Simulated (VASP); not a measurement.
# Se (P3_121) in VASP: notebook

The runs below take Se through single point, with PBEsol.

Everything below comes from runs of VASP 6.6.1. Logs are shortened: lines on timing, memory, paths and dates and some standing lists are left out, and cuts for length are marked.

## Step 1: The cell of the first run

It takes space group P3_121 (No. 152, trigonal). The conventional cell has a = 4.366 Å, b = 4.366 Å, c = 4.855 Å, α = 90.00°, β = 90.00°, γ = 120.00°. Within 3.1 Å of Se (site symmetry 2) lie 2 Se at 2.35 Å.

## Step 2: Single point, PBEsol

Contents of INCAR:

```
SYSTEM = Se
PREC     = Accurate       ! precision mode
ENCUT    = 520            ! plane-wave cutoff, eV
EDIFF    = 1E-6           ! SCF threshold, eV
ISMEAR   = -1             ! smearing method
SIGMA    = 0.05           ! smearing width, eV
LREAL    = .False.        ! projectors in reciprocal space
LASPH    = .True.         ! aspherical terms in the spheres
NELM     = 100            ! most SCF steps
ALGO     = Normal         ! electronic algorithm
ISIF     = 2              ! what is computed and relaxed
LWAVE    = .False.        ! write WAVECAR
LCHARG   = .False.        ! write CHGCAR
GGA      = PS             ! functional
NBANDS   = 16             ! bands
```

Contents of KPOINTS:

```
Automatic mesh
0
Gamma
  6 6 5
  0 0 0
```

Contents of POSCAR:

```
Se
1.0
    4.3662000000      0.0000000000      0.0000000000
   -2.1831000000      3.7812401180      0.0000000000
    0.0000000000      0.0000000000      4.8545280000
Se
3
Direct
    0.7746000000      0.7746000000      0.0000000000
    0.0000000000      0.2254000000      0.6666666667
    0.2254000000      0.0000000000      0.3333333333
```

Potentials or basis: VASP PAW PBE potentials, release 64 (Se).

Started as:

```sh
cat potpaw_PBE.64/Se/POTCAR > POTCAR
mpirun -np 1 vasp_std > vasp.out
```

OUTCAR:

```text
SYSTEM = Se
   PREC = Accurate
   ENCUT = 520
   EDIFF = 1E-6
   ISMEAR = -1
   LREAL = .False.
   LASPH = .True.
   NELM = 100
   ISIF = 2
   GGA = PS

 ion  position               nearest neighbor table
   1  0.775  0.775  0.000-   2 2.35   3 2.35
   2  0.000  0.225  0.667-   1 2.35   3 2.35
   3  0.225  0.000  0.333-   1 2.35   2 2.35

  LATTYP: Found a hexagonal cell.
 ALAT       =     4.3662000000
 C/A-ratio  =     1.1118427924

  Lattice vectors:

 A1 = (   4.3662000000,   0.0000000000,   0.0000000000)
 A2 = (  -2.1831000000,   3.7812401180,   0.0000000000)
 A3 = (   0.0000000000,   0.0000000000,   4.8545280000)

Analysis of symmetry for initial positions (statically):
=====================================================================
 Subroutine PRICEL returns:
 Original cell was already a primitive cell.

 Routine SETGRP: Setting up the symmetry group for a
 hexagonal supercell.

 Subroutine GETGRP returns: Found  6 space group operations
 (whereof  2 operations were pure point group operations)
 out of a pool of 24 trial point group operations.

The static configuration has the point symmetry C_2 .
 The point group associated with its full space group is D_3 .

Analysis of symmetry for dynamics (positions and initial velocities):
=====================================================================
 Subroutine PRICEL returns:
 Original cell was already a primitive cell.

 Routine SETGRP: Setting up the symmetry group for a
 hexagonal supercell.

 Subroutine GETGRP returns: Found  6 space group operations
 (whereof  2 operations were pure point group operations)
 out of a pool of 24 trial point group operations.

The dynamic configuration has the point symmetry C_2 .
 The point group associated with its full space group is D_3 .

 Subroutine INISYM returns: Found  6 space group operations
 (whereof  2 operations are pure point group operations),
 and found     1 'primitive' translations

----------------------------------------------------------------------------------------

                                     Primitive cell

  volume of cell :      80.1466

  direct lattice vectors                    reciprocal lattice vectors
     4.366200000  0.000000000  0.000000000     0.229032110  0.132231751  0.000000000
    -2.183100000  3.781240118  0.000000000     0.000000000  0.264463501  0.000000000
     0.000000000  0.000000000  4.854528000     0.000000000  0.000000000  0.205993250

  length of vectors
     4.366200000  4.366200000  4.854528000     0.264463501  0.264463501  0.205993250

  position of ions in fractional coordinates (direct lattice)
     0.774600000  0.774600000  0.000000000
     0.000000000  0.225400000  0.666666667
     0.225400000  0.000000000  0.333333333

  ion indices of the primitive-cell ions
   primitive index   ion index
                 1           1
                 2           2
                 3           3

----------------------------------------------------------------------------------------

 KPOINTS: Automatic mesh

Automatic generation of k-mesh.
 Grid dimensions read from file:
 generate k-points for:    6    6    5

 Generating k-lattice:

  Cartesian coordinates                     Fractional coordinates (reciprocal lattice)
     0.038172018  0.022038625  0.000000000     0.166666667  0.000000000  0.000000000
     0.000000000  0.044077250  0.000000000     0.000000000  0.166666667  0.000000000
     0.000000000  0.000000000  0.041198650     0.000000000  0.000000000  0.200000000

  Length of vectors
     0.044077250  0.044077250  0.041198650

  Shift w.r.t. Gamma in fractional coordinates (k-lattice)
     0.000000000  0.000000000  0.000000000

 Subroutine IBZKPT returns following result:
 ===========================================

 Found     27 irreducible k-points:

 Following reciprocal coordinates:
            Coordinates               Weight
  0.000000  0.000000  0.000000      1.000000
  0.166667  0.000000  0.000000      6.000000
  0.333333  0.000000  0.000000      6.000000
  0.500000  0.000000  0.000000      3.000000
  0.166667  0.166667  0.000000      6.000000
  0.333333  0.166667  0.000000     12.000000
[... 16 lines left out ...]
  0.500000  0.000000  0.400000      6.000000
  0.166667  0.166667  0.400000     12.000000
 [... further k-points ...]
   k-points           NKPTS =     27   k-points in BZ     NKDIM =     27   number of bands    NBANDS=     16
   number of dos      NEDOS =    301   number of ions     NIONS =      3
   total plane-waves  NPLWV =  36864
   dimension x,y,z NGX =    32 NGY =   32 NGZ =   36
   dimension x,y,z NGXF=    64 NGYF=   64 NGZF=   72
   ions per type =               3
   NGX,Y,Z   is equivalent  to a cutoff of  12.18, 12.18, 12.33 a.u.
   NGXF,Y,Z  is equivalent  to a cutoff of  24.37, 24.37, 24.66 a.u.
 SYSTEM =  Se
   PREC   = accura    normal or accurate (medium, high low for compatibility)
   ISTART =      0    job   : 0-new  1-cont  2-samecut
   ICHARG =      2    charge: 1-file 2-atom 10-const
   ISPIN  =      1    spin polarized calculation?
   LNONCOLLINEAR =      F non collinear calculations
   LSORBIT =      F    spin-orbit coupling
   LASPH  =      T    aspherical Exc in radial PAW
   ENCUT  =  520.0 eV  38.22 Ry    6.18 a.u.   8.12  8.12  9.03*2*pi/ulx,y,z
   NELM   =    100;   NELMIN=  2; NELMDL= -5     # of ELM steps
   EDIFF  = 0.1E-05   stopping-criterion for ELM
   LREAL  =      F    real-space projection
   EDIFFG = 0.1E-04   stopping-criterion for IOM
   NSW    =      0    number of steps for IOM
   IBRION =     -1    ionic relax: 0-MD 1-quasi-New 2-CG
   NFREE  =      0    steps in history (QN), initial steepest desc. (CG)
   ISIF   =      2    stress and relaxation
   ISYM   =      2    0-nonsym 1-usesym 2-fastsym
   POTIM  = 0.5000    time-step for ionic-motion
   TEBEG  =    0.0;   TEEND  =   0.0 temperature during run
   PSTRESS=    0.0 pullay stress
   NELECT =      18.0000    total number of electrons
   NUPDOWN=      -1.0000    fix difference up-down
   EMIN   =  10.00;   EMAX   =-10.00  energy-range for DOS
   EFERMI =   0.00;   METHOD = LEGACY
   ISMEAR =    -1;   SIGMA  =   0.05  broadening in eV -4-tet -1-fermi 0-gaus
   EFERMI_NEDOS =   21; number of points for ismear=-14 and -15
   IALGO  =     38    algorithm
   IMIX   =      4    mixing-type and parameters
     AMIX     =   0.40;   BMIX     =  1.00
     AMIX_MAG =   1.60;   BMIX_MAG =  1.00
  volume/ion in A,a.u.               =      26.72       180.29
  Fermi-wavevector in a.u.,A,eV,Ry     =   0.995109  1.880484 13.473062  0.990242
  Thomas-Fermi vector in A             =   2.127107
   LORBIT       =      0    0 simple, 1 ext, 2 COOP (PROOUT), +10 PAW based schemes
   GGA     = PS    functional components
   LHFCALC =     F    Hartree Fock is set to
   AEXX    =    0.0000 exact exchange contribution
   IVDW    =     0    specifies the selected vdW correction
   LEPSILON=     F    determine dielectric tensor
   LRPA    =     F    only Hartree local field effects (RPA)
 non-spin polarized calculation
  energy-cutoff  :      520.00
  volume of cell :       80.15
 maximum number of plane-waves:      2169
   NGX = 17   NGY = 17   NGZ = 19

 number of electron      18.0000001 magnetization

 Free energy of the ion-electron system (eV)
  ---------------------------------------------------
  ext. energy  EPLUGINS =         0.00000000
  ---------------------------------------------------
  free energy    TOTEN  =       -11.45821155 eV

  energy without entropy =      -11.45821099  energy(sigma->0) =      -11.45821127

 E-fermi :   3.3266     XC(G=0):  -9.1159

 val. band max:        2.6868698012   @ k =  -0.1667   0.5000   0.4000
 cond. band min:       3.8741442109   @ k =   0.0000   0.0000   0.4000
 fundamental gap:      1.1872744097
 Fermi energy:         3.3265585627

 k-point     1 :       0.0000    0.0000    0.0000
  band No.  band energies     occupation
      1     -13.3085      2.00000
      2      -8.9883      2.00000
      3      -8.9883      2.00000
      4      -1.1880      2.00000
      5      -1.1726      2.00000
      6      -1.1726      2.00000
[... 8 lines left out ...]
     15       9.0972      0.00000
     16      11.0710      0.00000

 k-point     2 :       0.1667    0.0000    0.0000
  band No.  band energies     occupation
      1     -13.2024      2.00000
      2      -9.0958      2.00000
      3      -8.9801      2.00000
      4      -1.9143      2.00000
      5      -1.4968      2.00000
      6      -0.9453      2.00000
[... 8 lines left out ...]
     15       9.9856      0.00000
     16      11.0862      0.00000

 k-point     3 :       0.3333    0.0000    0.0000
  band No.  band energies     occupation
      1     -12.9623      2.00000
      2      -9.3638      2.00000
      3      -8.9628      2.00000
      4      -2.4169      2.00000
      5      -1.8995      2.00000
      6      -0.9704      2.00000
[... 8 lines left out ...]
     15      11.1358      0.00000
     16      12.2188      0.00000

 k-point     4 :       0.5000    0.0000    0.0000
  band No.  band energies     occupation
      1     -12.8232      2.00000
      2      -9.5288      2.00000
      3      -8.9537      2.00000
      4      -2.5186      2.00000
      5      -2.0700      2.00000
      6      -0.8218      2.00000
[... 8 lines left out ...]
     15      12.1984      0.00000
     16      12.2534      0.00000
[... 324 lines left out ...]
 k-point    22 :       0.0000    0.3333    0.4000
  band No.  band energies     occupation
      1     -12.2203      2.00000
      2     -11.3662      2.00000
      3      -7.5660      2.00000
      4      -2.9845      2.00000
      5      -1.8808      2.00000
      6      -1.2300      2.00000
[... 8 lines left out ...]
     15      10.5104      0.00000
     16      11.6962      0.00000

 k-point    23 :       0.5000    0.0000    0.4000
  band No.  band energies     occupation
      1     -12.1101      2.00000
      2     -11.2742      2.00000
      3      -7.8533      2.00000
      4      -3.2207      2.00000
      5      -2.0241      2.00000
      6      -1.4124      2.00000
[... 8 lines left out ...]
     15      11.6434      0.00000
     16      11.8829      0.00000

 k-point    24 :       0.1667    0.1667    0.4000
  band No.  band energies     occupation
      1     -12.2782      2.00000
      2     -11.3986      2.00000
      3      -7.4456      2.00000
      4      -2.7269      2.00000
      5      -1.8515      2.00000
      6      -1.2310      2.00000
[... 8 lines left out ...]
     15      10.6752      0.00000
     16      11.0849      0.00000

 [... further k-points ...]

------------------------ aborting loop because EDIFF is reached ----------------------------------------

  FORCE on cell =-STRESS in cart. coord.  units (eV):
  Direction    XX          YY          ZZ          XY          YZ          ZX
  --------------------------------------------------------------------------------------
  -------------------------------------------------------------------------------------
  Total        0.5224831      0.5224831      2.0421641     -0.0000000      0.0000000      0.0000000
  in kB       10.4447474     10.4447474     40.8240722     -0.0000000      0.0000000      0.0000000
  external PRESSURE =      20.5711890 kB  Pullay stress =       0.0000000 kB

 VOLUME and BASIS-vectors are now :
 -----------------------------------------------------------------------------
  energy-cutoff  :      520.00
  volume of cell :       80.15
      direct lattice vectors                 reciprocal lattice vectors
     4.366200000  0.000000000  0.000000000     0.229032110  0.132231751  0.000000000
    -2.183100000  3.781240118  0.000000000     0.000000000  0.264463501  0.000000000
     0.000000000  0.000000000  4.854528000     0.000000000  0.000000000  0.205993250

 POSITION                                       TOTAL-FORCE (eV/Angst)
 -----------------------------------------------------------------------------------
      1.69103      2.92895      0.00000        -0.294607     -0.510275     -0.000000
     -0.49207      0.85229      3.23635        -0.294607      0.510275     -0.000000
      0.98414      0.00000      1.61818         0.589215      0.000000      0.000000
 -----------------------------------------------------------------------------------
    total drift:                               -0.000000     -0.000000     -0.000000

  FREE ENERGIE OF THE ION-ELECTRON SYSTEM (eV)
  ---------------------------------------------------
  free  energy   TOTEN  =       -11.4582115517 eV

  energy  without entropy=      -11.4582109894  energy(sigma->0) =      -11.45821127
```

Wall time 38 s (1 thread of AMD EPYC 7R13 (Zen 3), shared host); peak memory 0.15 GiB.

What came out:

* Free energy: -11.4582 eV
* Pressure: 2.1 GPa
* Largest force: 0.589 eV/Å
* Band gap on the k mesh: 1.19 eV, indirect (least direct gap 1.61 eV)

Forces in eV/Å, atoms in the order of the input:
```
Se  -0.295 -0.510  0.000
Se  -0.295  0.510  0.000
Se   0.589  0.000  0.000
```

Stress tensor (GPa, compression positive):
```
1.04 0.00 0.00
0.00 1.04 0.00
0.00 0.00 4.08
```

Caveat: the PAW data sets were made with another functional, which shifts forces and pressure a little.

## Step 3: Single point, PBEsol

This run uses another cell than the first one, of 26.99 Å³/atom, 1.010 times its volume.

Contents of INCAR:

```
SYSTEM = Se
PREC     = Accurate       ! precision mode
ENCUT    = 520            ! plane-wave cutoff, eV
EDIFF    = 1E-6           ! SCF threshold, eV
ISMEAR   = -1             ! smearing method
SIGMA    = 0.05           ! smearing width, eV
LREAL    = .FALSE.        ! projectors in reciprocal space
LASPH    = .TRUE.         ! aspherical terms in the spheres
NELM     = 60             ! most SCF steps
ALGO     = Normal         ! electronic algorithm
ISIF     = 2              ! what is computed and relaxed
LWAVE    = .FALSE.        ! write WAVECAR
LCHARG   = .FALSE.        ! write CHGCAR
GGA      = PS             ! functional
NBANDS   = 16             ! bands
```

Contents of KPOINTS:

```
Automatic mesh
0
G
  6 6 5
  0 0 0
```

POSCAR, as its differences from that of step 2:

```diff
@@ -4,3 +4,3 @@
    -2.1831000000      3.7812401180      0.0000000000
-    0.0000000000      0.0000000000      4.8545280000
+    0.0000000000      0.0000000000      4.9040640000
 Se
```

Potentials or basis: VASP PAW PBE potentials, release 64 (Se).

Started as:

```sh
cat potpaw_PBE.64/Se/POTCAR > POTCAR
mpirun -np 1 vasp_std > vasp.out
```

Run time: 72 s. Hardware: 1 thread of AMD EPYC 7R13 (Zen 3), shared host; peak memory 0.15 GiB.

It converged, with:

```
Free energy            : -11.4755 eV
Pressure               : 1.2 GPa
Largest force          : 0.456 eV/Å
Band gap on the k mesh : 1.21 eV, indirect (least direct gap 1.55 eV)
```

Forces on the atoms (eV/Å):
```
Se  -0.228 -0.395  0.000
Se  -0.228  0.395  0.000
Se   0.456  0.000  0.000
```

Stress tensor (GPa, compression positive):
```
0.43 0.00 0.00
0.00 0.43 0.00
0.00 0.00 2.71
```

Levels at points of the mesh, in eV from the valence-band top:
```
           k point  band 7  band 8  band 9  band 10  band 11  band 12
(0.00, 0.00, 0.00)   -2.03   -2.03   -0.33     1.99     1.99     2.20
(0.50, 0.00, 0.00)   -2.85   -1.74   -0.92     2.00     2.40     4.25
```

Caveat: the PAW data sets were made with another functional, which shifts forces and pressure a little.

(Continued in part 2 of 2.)
